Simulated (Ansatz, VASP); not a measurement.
## Two plane-wave programs on Si

```xyz
4
Lattice="4.0446 0.0000 0.0000 -2.0223 3.5027 0.0000 0.0000 0.0000 5.6824" Properties=species:S:1:pos:R:3 pbc="T T T"
Si    0.0000    2.3351    0.3580
Si    2.0223    1.1676    3.1992
Si    0.0000    2.3351    2.4831
Si    2.0223    1.1676    5.3243
```

Alike in both runs: task single point; functional r2SCAN; k mesh 12 × 12 × 6; occupations gaussian, width 0.05 eV; no spin polarisation.

|  | VASP | Ansatz |
| --- | --- | --- |
| version | VASP 6.6.1 | Ansatz 0.2.0 |
| potentials or method | VASP PAW PBE potentials, release 64 (Si), cutoff 520 eV | scalar-relativistic, plane waves, PAW |
| valence electrons in the cell | 16 | 16 |

Ansatz gave:

* gap on the k mesh at the Fermi level (eV): none
* pressure (GPa): 4.6
* traceless stress, the component that is largest in VASP (GPa): 31.65
* rms of the force components (eV/Å): 1.625

Problem. Estimate VASP's values.

Solution. gap on the k mesh at the Fermi level (eV): none; pressure (GPa): 4.3; traceless stress, the component that is largest in VASP (GPa): 31.66; rms of the force components (eV/Å): 1.611.

VASP's potentials were made for PBE, not for r2SCAN. Atom by atom the forces differ by 0.015 eV/Å (rms over components). A gap of «none» marks a metal or a gap that the smearing closes. The functional is the same, so the differences come from potentials, cutoffs and numerics.
